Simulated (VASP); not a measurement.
Input of a VASP 6.6.1 run:

The input INCAR:

```
PREC = Accurate
ENCUT = 520
EDIFF = 1E-7
ISMEAR = -1
SIGMA = 0.05
LREAL = False
LASPH = True
NELM = 100
ALGO = Fast
ISIF = 2
LWAVE = False
LCHARG = True
GGA = PS
LELF = True
LVHAR = True
NBANDS = 41
```

The input KPOINTS:

```
Automatic mesh
0
Gamma
  8 8 8
```

POSCAR

```
BaMn2Bi2
1.0
   -2.2462852742      2.2462852742      7.2781801451
    2.2462852742     -2.2462852742      7.2781801451
    2.2462852742      2.2462852742     -7.2781801451
Bi Ba Mn
2 1 2
Direct
    0.6332120000      0.6332120000      0.0000000000
    0.3667880000      0.3667880000      0.0000000000
    0.0000000000      0.0000000000      0.0000000000
    0.7500000000      0.2500000000      0.5000000000
    0.2500000000      0.7500000000      0.5000000000
```

Potentials or basis: VASP PAW PBE potentials, release 64 (Bi_d, Ba_sv, Mn_pv).

Launch:

```bash
$ cat potpaw_PBE.64/Bi_d/POTCAR potpaw_PBE.64/Ba_sv/POTCAR potpaw_PBE.64/Mn_pv/POTCAR > POTCAR
$ mpirun -np 1 vasp_std > vasp.out
```

(1) What does it give for the pressure?

(2) What does it give for the largest force?

## Answers

(1) -10.3 GPa.

(2) 1.631 eV/Å.

Caveat: the cell stands under tension; the PAW data sets were made with another functional, which shifts forces and pressure a little; the run has no spin polarisation, though such a crystal can be magnetic.
